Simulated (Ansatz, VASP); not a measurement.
## ZrS2 in VASP and in Ansatz

```
CELL_PARAMETERS angstrom
3.67440 0.00000 0.00000
-1.83720 3.18212 0.00000
0.00000 0.00000 5.85686
ATOMIC_POSITIONS crystal
Zr 0.00000 0.00000 0.00000
S 0.33333 0.66667 0.24623
S 0.66667 0.33333 0.75377
```

Alike in both runs: task single point; functional PBE; k mesh 6 × 6 × 4; occupations gaussian, width 0.001 eV; no spin polarisation.

|  | VASP | Ansatz |
| --- | --- | --- |
| version | VASP 6.6.1 | Ansatz 0.2.0 |
| potentials or method | VASP PAW PBE potentials, release 64 (Zr_sv, S) | plane waves |
| plane-wave cutoff (eV) | 500 | 420 |
| valence electrons in the cell | 24 | 24 |

|  | VASP | Ansatz | Ansatz less VASP |
| --- | --- | --- | --- |
| gap on the k mesh at the Fermi level (eV) | 0.88 | 0.88 | -0.002 |
| pressure (GPa) | 1.3 | 1.4 | +0.03 |
| traceless stress, the component that is largest in VASP (GPa) | 0.61 | 0.58 | -0.029 |
| rms of the force components (eV/Å) | 0.018 | 0.014 | -0.0035 |

Atom by atom the forces differ by 0.003 eV/Å (rms over components). The functional is the same, so the differences come from potentials, cutoffs and numerics.
